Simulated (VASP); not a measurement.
# KF (I4/mmm) in VASP: further runs, part 2 of 2

VASP 6.6.1. The steps go on from the part before.

### 3 Single point, r2SCAN (strain +0.050 along x and y, -0.050 along z)

The input, POSCAR:

```
KF
1.0
    0.0000000000      2.8071750000      2.5398250000
    2.8071750000      0.0000000000      2.5398250000
    2.8071750000      2.8071750000      0.0000000000
K F
1 1
Direct
    0.0000000000      0.0000000000      0.0000000000
    0.5000000000      0.5000000000      0.5000000000
```

The input, INCAR.step1:

```
ALGO = Normal
EDIFF = 1E-4
ENCUT = 520
GGA = PE
ISMEAR = 0
LASPH = True
LCHARG = False
LREAL = False
LWAVE = True
NBANDS = 15
NELM = 100
PREC = Accurate
SIGMA = 0.05
```

The input, INCAR.step2:

```
ALGO = Normal
EDIFF = 1E-7
ENCUT = 520
ISIF = 2
ISMEAR = 0
ISTART = 1
LASPH = True
LCHARG = False
LMIXTAU = True
LREAL = False
LWAVE = False
METAGGA = R2SCAN
NBANDS = 15
NELM = 100
PREC = Accurate
SIGMA = 0.05
```

The input, KPOINTS:

```
k-points
0
Gamma
  8 8 8
```

Potentials or basis: VASP PAW PBE potentials, release 64 (K_sv, F).

Started as:

```console
$ cat potpaw_PBE.64/K_sv/POTCAR potpaw_PBE.64/F/POTCAR > POTCAR
$ cp INCAR.step1 INCAR
$ mpirun -np 1 vasp_std > vasp.out
$ cp INCAR.step2 INCAR
$ mpirun -np 1 vasp_std > vasp.out
```

OUTCAR:

```text
EDIFF = 1E-7
   ENCUT = 520
   ISIF = 2
   ISMEAR = 0
   ISTART = 1
   LASPH = True
   LREAL = False
   METAGGA = R2SCAN
   NELM = 100
   PREC = Accurate

 ion  position               nearest neighbor table
   1  0.000  0.000  0.000-   2 2.54   2 2.54   2 2.81   2 2.81   2 2.81   2 2.81
   2  0.500  0.500  0.500-   1 2.54   1 2.54   1 2.81   1 2.81   1 2.81   1 2.81

  LATTYP: Found a body centered tetragonal cell.
 ALAT       =     3.9699449570
 C/A-ratio  =     1.2795265564

  Lattice vectors:

 A1 = (   0.0000000000,  -2.8071750000,  -2.5398250000)
 A2 = (   0.0000000000,   2.8071750000,  -2.5398250000)
 A3 = (   2.8071750000,   0.0000000000,   2.5398250000)

Analysis of symmetry for initial positions (statically):
=====================================================================
 Subroutine PRICEL returns:
 Original cell was already a primitive cell.

 Routine SETGRP: Setting up the symmetry group for a
 body centered tetragonal supercell.

 Subroutine GETGRP returns: Found 16 space group operations
 (whereof 16 operations were pure point group operations)
 out of a pool of 16 trial point group operations.

The static configuration has the point symmetry D_4h.

Analysis of symmetry for dynamics (positions and initial velocities):
=====================================================================
 Subroutine PRICEL returns:
 Original cell was already a primitive cell.

 Routine SETGRP: Setting up the symmetry group for a
 body centered tetragonal supercell.

 Subroutine GETGRP returns: Found 16 space group operations
 (whereof 16 operations were pure point group operations)
 out of a pool of 16 trial point group operations.

The dynamic configuration has the point symmetry D_4h.

 Subroutine INISYM returns: Found 16 space group operations
 (whereof 16 operations are pure point group operations),
 and found     1 'primitive' translations

[... 115 lines left out ...]
  volume/ion in A,a.u.               =      20.01       135.06
  Fermi-wavevector in a.u.,A,eV,Ry     =   1.205935  2.278887 19.786670  1.454279
  Thomas-Fermi vector in A             =   2.341617
   LORBIT       =      0    0 simple, 1 ext, 2 COOP (PROOUT), +10 PAW based schemes
   METAGGA = R2SCAN    functional components
   LHFCALC =     F    Hartree Fock is set to
   AEXX    =    0.0000 exact exchange contribution
   IVDW    =     0    specifies the selected vdW correction
   LEPSILON=     F    determine dielectric tensor
   LRPA    =     F    only Hartree local field effects (RPA)
 non-spin polarized calculation
 Gauss-broadening in eV      SIGMA  =   0.05
  energy-cutoff  :      520.00
  volume of cell :       40.03
 maximum number of plane-waves:      1105
   NGX = 15   NGY = 15   NGZ = 15

 number of electron      15.9999991 magnetization

 Free energy of the ion-electron system (eV)
  ---------------------------------------------------
  ext. energy  EPLUGINS =         0.00000000
  ---------------------------------------------------
  free energy    TOTEN  =       -14.91625892 eV

  energy without entropy =      -14.91625892  energy(sigma->0) =      -14.91625892

 E-fermi :  -3.0955     XC(G=0):  -8.6434

 val. band max:       -3.3543238055   @ k =   0.0000   0.0000   0.0000
 cond. band min:       3.0634838978   @ k =   0.0000   0.0000   0.0000
 fundamental gap:      6.4178077033
 Fermi energy:        -3.0955290389

 k-point     1 :       0.0000    0.0000    0.0000
  band No.  band energies     occupation
      1     -30.6964      2.00000
      2     -23.2460      2.00000
      3     -13.2288      2.00000
      4     -13.2288      2.00000
      5     -13.2062      2.00000
      6      -3.5156      2.00000
      7      -3.5156      2.00000
      8      -3.3543      2.00000
      9       3.0635      0.00000
     10       7.7358      0.00000
     11       7.7358      0.00000
     12       8.2647      0.00000
     13       9.1578      0.00000
     14      10.2707      0.00000
[... 401 lines left out ...]
      2     -23.2944      2.00000
      3     -13.4278      2.00000
      4     -13.3027      2.00000
      5     -13.2285      2.00000
      6      -3.9861      2.00000
      7      -3.7016      2.00000
      8      -3.6250      2.00000
      9       5.4880      0.00000
     10       6.8295      0.00000
     11       8.8292      0.00000
     12       9.4176      0.00000
     13      10.3465      0.00000
     14      11.0835      0.00000
     15      14.3532      0.00000

 [... further k-points ...]
[... 5 lines left out ...]
  --------------------------------------------------------------------------------------
  -------------------------------------------------------------------------------------
  Total       -0.7478154     -0.7478154      0.6973358      0.0000000      0.0000000     -0.0000000
  in kB      -29.9317562    -29.9317562     27.9112801      0.0000000      0.0000000     -0.0000000
  external PRESSURE =     -10.6507441 kB  Pullay stress =       0.0000000 kB

 VOLUME and BASIS-vectors are now :
 -----------------------------------------------------------------------------
  energy-cutoff  :      520.00
  volume of cell :       40.03
      direct lattice vectors                 reciprocal lattice vectors
     0.000000000  2.807175000  2.539825000    -0.178115009  0.178115009  0.196863957
     2.807175000  0.000000000  2.539825000     0.178115009 -0.178115009  0.196863957
     2.807175000  2.807175000  0.000000000     0.178115009  0.178115009 -0.196863957

 POSITION                                       TOTAL-FORCE (eV/Angst)
 -----------------------------------------------------------------------------------
      0.00000      0.00000      0.00000        -0.000000      0.000000      0.000000
      2.80717      2.80717      2.53982         0.000000     -0.000000      0.000000
 -----------------------------------------------------------------------------------
    total drift:                                0.000000      0.000000      0.000000

  FREE ENERGIE OF THE ION-ELECTRON SYSTEM (eV)
  ---------------------------------------------------
  free  energy   TOTEN  =       -14.9162589210 eV

  energy  without entropy=      -14.9162589210  energy(sigma->0) =      -14.91625892
```

OUTCAR.step1:

```text
EDIFF = 1E-4
   ENCUT = 520
   GGA = PE
   ISMEAR = 0
   LASPH = True
[... 653 lines left out ...]
 -----------------------------------------------------------------------------------
      0.00000      0.00000      0.00000        -0.000000     -0.000000      0.000000
      2.80717      2.80717      2.53982         0.000000      0.000000      0.000000
 -----------------------------------------------------------------------------------
    total drift:                                0.000000      0.000000      0.000000

  FREE ENERGIE OF THE ION-ELECTRON SYSTEM (eV)
  ---------------------------------------------------
  free  energy   TOTEN  =        -8.2555011097 eV

  energy  without entropy=       -8.2555011097  energy(sigma->0) =       -8.25550111
```

Wall time 1.9 min (1 thread of Intel Xeon Platinum 8259CL at 2.50GHz (Skylake/Cascade Lake), shared host); peak memory 0.19 GiB.

Results:

- Free energy: -14.9163 eV
- Pressure: -1.1 GPa
- Band gap on the k mesh: 6.42 eV, direct

Caveat: the cell differs from its parent crystal (strain +0.050 along x and y, -0.050 along z); the PAW data sets were made with another functional, which shifts forces and pressure a little.

### 4 Single point, r2SCAN (strain +0.050 along x and y, +0.000 along z)

The input, POSCAR:

```
KF
1.0
    0.0000000000      2.8071750000      2.6735000000
    2.8071750000      0.0000000000      2.6735000000
    2.8071750000      2.8071750000      0.0000000000
K F
1 1
Direct
    0.0000000000      0.0000000000      0.0000000000
    0.5000000000      0.5000000000      0.5000000000
```

The input, INCAR.step1:

```
SYSTEM = KF
ALGO = Normal ; EDIFF = 1E-4
ENCUT = 520 ; GGA = PE
ISMEAR = 0 ; LASPH = .TRUE.
LCHARG = .FALSE. ; LREAL = .FALSE.
LWAVE = .TRUE. ; NBANDS = 15
NELM = 60 ; PREC = Accurate
SIGMA = 0.05
```

The input, INCAR.step2:

```
SYSTEM = KF
ALGO = Normal ; EDIFF = 1E-6
ENCUT = 520 ; ISIF = 2
ISMEAR = 0 ; ISTART = 1
LASPH = .TRUE. ; LCHARG = .FALSE.
LMIXTAU = .TRUE. ; LREAL = .FALSE.
LWAVE = .FALSE. ; METAGGA = R2SCAN
NBANDS = 15 ; NELM = 60
PREC = Accurate ; SIGMA = 0.05
```

The input, KPOINTS:

```
k-points
0
G
  8 8 8
  0 0 0
```

Started as:

```console
$ cat potpaw_PBE.64/K_sv/POTCAR potpaw_PBE.64/F/POTCAR > POTCAR
$ cp INCAR.step1 INCAR
$ mpirun -np 1 vasp_std > vasp.out
$ cp INCAR.step2 INCAR
$ mpirun -np 1 vasp_std > vasp.out
```

Run time: 2.4 min. Hardware: 1 thread of Intel Xeon Platinum 8259CL at 2.50GHz (Skylake/Cascade Lake), shared host; peak memory 0.19 GiB.

The run converged. Its results:

```yaml
Free_energy: -14.9222 eV
Pressure: -2.9 GPa
Band_gap_on_the_k_mesh: 6.28 eV, direct
```

Stress tensor (GPa, compression positive):
```
-3.52  0.00  0.00
 0.00 -3.52  0.00
 0.00  0.00 -1.77
```

Levels at points of the mesh, in eV from the valence-band top:
```tsv
k point	band 4	band 5	band 6	band 7	band 8	band 9	band 10	band 11	band 12	band 13
(0.00, 0.00, 0.00)	-10.01	-9.98	-0.05	-0.05	0.00	6.28	11.06	11.06	11.32	12.63
(0.50, 0.00, 0.00)	-10.05	-9.99	-0.70	-0.31	-0.30	9.22	10.48	12.28	12.59	14.58
(0.50, 0.50, 0.00)	-10.18	-10.18	-0.21	-0.13	-0.13	8.51	10.69	11.89	14.04	14.49
(0.50, 0.00, 0.50)	-10.14	-10.13	-0.31	-0.12	-0.06	8.71	10.62	11.45	14.07	14.31
```

Caveat: the cell differs from its parent crystal (strain +0.050 along x and y, +0.000 along z); the PAW data sets were made with another functional, which shifts forces and pressure a little.

### 5 The runs side by side

| cell | gap on the mesh (eV) | pressure (GPa) |
| --- | --- | --- |
| a = 3.736, b = 3.736, c = 3.875 Å, angles 58.8, 58.8, 62.5°, 2 atoms | 6.70 | 0.1 |
| a = 3.786, b = 3.786, c = 3.970 Å, angles 58.4, 58.4, 63.2°, 2 atoms | 6.42 | -1.1 |
| a = 3.877, b = 3.877, c = 3.970 Å, angles 59.2, 59.2, 61.6°, 2 atoms | 6.28 | -2.9 |

Alike in all rows: task single point; level r2SCAN; potentials or basis VASP PAW PBE potentials, release 64 (K_sv, F); no spin polarisation; k mesh 8 × 8 × 8; cutoff (eV) 520; smearing gaussian 0.05 eV.

Caveats: the PAW data sets were made with another functional, which shifts forces and pressure a little.

Absolute energies hang on the potentials; compare differences alone.
